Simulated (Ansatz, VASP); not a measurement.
Two plane-wave programs on AgCl

POSCAR

```
AgCl
1.0
    0.0000000000      2.8147472500      2.6899555000
    2.8147472500      0.0000000000      2.6899555000
    2.8147472500      2.8147472500      0.0000000000
Ag Cl
1 1
Direct
    0.5000000000      0.5000000000      0.5000000000
    0.0000000000      0.0000000000      0.0000000000
```

The input INCAR.step1:

```
SYSTEM = AgCl
PREC = Accurate
ENCUT = 520
ISMEAR = 0
SIGMA = 0.05
LREAL = .FALSE.
LASPH = .TRUE.
NELM = 60
NBANDS = 16
GGA = PE
ALGO = Normal
EDIFF = 1E-4
LWAVE = .TRUE.
LCHARG = .FALSE.
```

The input INCAR.step2:

```
SYSTEM = AgCl
PREC = Accurate
ENCUT = 520
EDIFF = 1E-6
ISMEAR = 0
SIGMA = 0.05
LREAL = .FALSE.
LASPH = .TRUE.
NELM = 60
ALGO = Normal
ISIF = 2
LWAVE = .FALSE.
LCHARG = .TRUE.
METAGGA = R2SCAN
LMIXTAU = .TRUE.
LELF = .TRUE.
LVHAR = .TRUE.
NBANDS = 16
ISTART = 1
```

File KPOINTS:

```
Automatic mesh
0
G
  8 8 8
  0 0 0
```

Input for Ansatz:

```yaml
crystal:
  lattice:
    - [0.0, 2.81474725, 2.6899555]
    - [2.81474725, 0.0, 2.6899555]
    - [2.81474725, 2.81474725, 0.0]
  atoms:
    - { symbol: Ag, position: [0.5, 0.5, 0.5] }
    - { symbol: Cl, position: [0.0, 0.0, 0.0] }
basis:
  ecutwfc: 500
kpoints:
  mp_grid: { grid: [8, 8, 8] }
hamiltonian:
  xc: r2scan
scf:
  occupations: { method: gaussian, width: 0.05 }
output:
  forces: true
  stress: true
  eigenvalues: true
```

Change from the starting cell: strain +0.015 along x and y, -0.030 along z, atoms carried along.

Alike in both runs: task single point; functional r2SCAN; k mesh 8 × 8 × 8; occupations gaussian, width 0.05 eV; no spin polarisation.

|  | VASP | Ansatz |
| --- | --- | --- |
| version | VASP 6.6.1 | Ansatz 0.2.0 |
| potentials or method | VASP PAW PBE potentials, release 64 (Ag, Cl), cutoff 520 eV | scalar-relativistic, plane waves, PAW |
| valence electrons in the cell | 18 | 26 |

Ansatz gave:

```
gap on the k mesh at the Fermi level (eV)                     : 1.35
least direct gap on the mesh (eV)                             : 3.75
pressure (GPa)                                                : 0.2
traceless stress, the component that is largest in VASP (GPa) : 0.92
```

**Question.** Which values does VASP return?

**Answer.** gap on the k mesh at the Fermi level (eV): 1.29; least direct gap on the mesh (eV): 3.71; pressure (GPa): 0.1; traceless stress, the component that is largest in VASP (GPa): 0.90.

VASP's potentials were made for PBE, not for r2SCAN. VASP's potentials hold 18 valence electrons a cell and Ansatz's 26, so a difference there can come from the potentials and not from the codes.
